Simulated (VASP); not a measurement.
A run of VASP 6.6.1:

File INCAR:

```
SYSTEM = IrOs
PREC = Accurate
ENCUT = 520
EDIFF = 1E-6
ISMEAR = 0
SIGMA = 0.1
LREAL = .False.
LASPH = .True.
NELM = 80
ALGO = Normal
ISIF = 2
LWAVE = .False.
LCHARG = .False.
GGA = PS
NBANDS = 16
```

KPOINTS

```
Automatic mesh
0
Gamma
  12 12 7
  0 0 0
```

The input POSCAR:

```
IrOs
1.0
    2.6732404823      0.0000000000      0.0000000000
   -1.3366207283      2.3150946705      0.0000000000
    0.0000000000      0.0000000000      4.2490157985
Os Ir
1 1
Direct
    0.3333333333      0.6666666667      0.0000000000
    0.6666666667      0.3333333333      0.5000000000
```

Potentials or basis: VASP PAW PBE potentials, release 64 (Os, Ir).

The run is started by

```bash
$ cat potpaw_PBE.64/Os/POTCAR potpaw_PBE.64/Ir/POTCAR > POTCAR
$ mpirun -np 1 vasp_std > vasp.out
```

Hardware: 1 thread of Intel(R) Xeon(R) 6975P-C (Granite Rapids), on a shared host.

Problem. Estimate the wall time of this run.

Solution. It took 12 s on 1 thread of Intel(R) Xeon(R) 6975P-C (Granite Rapids) (shared host), peak memory 0.16 GiB. Counts: scf iterations 14, k points 76.
